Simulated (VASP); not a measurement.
**Sb: single point with PBE**

The system is Sb.

```
CELL_PARAMETERS angstrom
2.29229 0.00000 0.00000
0.00000 2.29229 0.00000
0.00000 0.00000 2.29229
ATOMIC_POSITIONS crystal
Sb 0.00000 0.00000 0.00000
```

This cell differs from its parent crystal: volume scaled by 0.4.

| Property | Result |
| --- | --- |
| Program | VASP 6.6.1 |
| Task | single point |
| Functional | PBE |
| Potentials or basis | VASP PAW PBE potentials, release 64 (Sb) |
| Cutoff | 500 eV |
| k mesh | 12 × 12 × 12 |
| Occupations | fermi-dirac, width 0.05 eV |
| Spin | no spin polarisation |

```json
{
 "Pressure": "418.0 GPa"
}
```

Levels at points of the mesh, in eV from the Fermi level:
```csv
k point,band 1,band 2,band 3,band 4,band 5,band 6,band 7
"(0.00, 0.00, 0.00)",-23.42,5.25,5.25,5.25,9.05,9.05,15.06
"(0.50, 0.00, 0.00)",-15.25,-14.63,9.43,11.82,11.99,11.99,12.81
"(0.50, 0.50, 0.00)",-9.11,-9.11,-5.81,-1.86,14.49,14.49,17.10
"(0.50, 0.50, 0.50)",-3.34,-3.34,-3.34,1.77,3.93,3.93,3.93
```

Run time: 12 s on 1 thread of Intel Xeon 8259CL (shared host), peak memory 0.12 GiB.

Caveat: spin-orbit coupling is left out, which moves the levels of the heavy elements.
